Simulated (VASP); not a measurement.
A run of VASP 6.6.1:

The input INCAR:

```
PREC = Accurate ; ENCUT = 520
EDIFF = 1E-7 ; ISMEAR = 0
SIGMA = 0.02 ; LREAL = False
LASPH = True ; NELM = 60
ALGO = Normal ; ISIF = 2
LWAVE = False ; LCHARG = False
GGA = PE ; IVDW = 12
NBANDS = 50
```

The input KPOINTS:

```
Automatic mesh
0
Gamma
  4 8 8
```

File POSCAR:

```
SnSe
1.0
   11.4816168720      0.0000000000      0.0000000000
    0.0000000000      4.1675106229      0.0000000000
    0.0000000000      0.0000000000      4.3863231554
Sn Se
4 4
Direct
    0.1176252655      0.2500000000      0.0953416092
    0.3823747345      0.7500000000      0.5953416092
    0.6176252655      0.2500000000      0.4046583908
    0.8823747345      0.7500000000      0.9046583908
    0.3569825009      0.2500000000      0.0230334017
    0.1430174991      0.7500000000      0.5230334017
    0.8569825009      0.2500000000      0.4769665983
    0.6430174991      0.7500000000      0.9769665983
```

Potentials or basis: VASP PAW PBE potentials, release 64 (Sn_d, Se).

Launch:

```console
$ cat potpaw_PBE.64/Sn_d/POTCAR potpaw_PBE.64/Se/POTCAR > POTCAR
$ mpirun -np 1 vasp_std > vasp.out
```

Hardware: 1 thread of Oxide Virtual Turin-like Processor (shared host).

Q: Estimate the wall time of this run.

A: It took 14 min on 1 thread of Oxide Virtual Turin-like Processor (shared host), peak memory 0.7 GiB. Counts: scf iterations 14, k points 75.
